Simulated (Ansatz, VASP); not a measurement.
**One calculation of C, two programs**

```xyz
2
Lattice="0.0000 1.8779 1.8779 1.8779 0.0000 1.8779 1.8779 1.8779 0.0000" Properties=species:S:1:pos:R:3 pbc="T T T"
C     0.0000    0.0000    0.0000
C     0.9389    0.9389    0.9389
```

Change from the starting cell: hydrostatic strain +5.5%.

Alike in both runs: task single point; functional HSE06; k mesh 8 × 8 × 8; no spin polarisation.

```csv
,VASP,Ansatz
version,VASP 6.6.1,Ansatz 0.2.0
potentials or method,"VASP PAW PBE potentials, release 64 (C)","plane waves, PAW"
plane-wave cutoff (eV),520,420
occupations,"gaussian, width 0.01 eV",fixed
valence electrons in the cell,8,8
```

|  | VASP | Ansatz | Ansatz less VASP |
| --- | --- | --- | --- |
| gap on the k mesh at the Fermi level (eV) | 4.91 | 4.91 | +0.009 |
| pressure (GPa) | -58.8 | -59.1 | -0.32 |

Both programs put the cell under strong tension, so it lies far from rest at this level. Ansatz's warnings: stress exchange threshold loose, stress scf threshold loose.

Noted on VASP's run: the cell as given lies far from equilibrium.
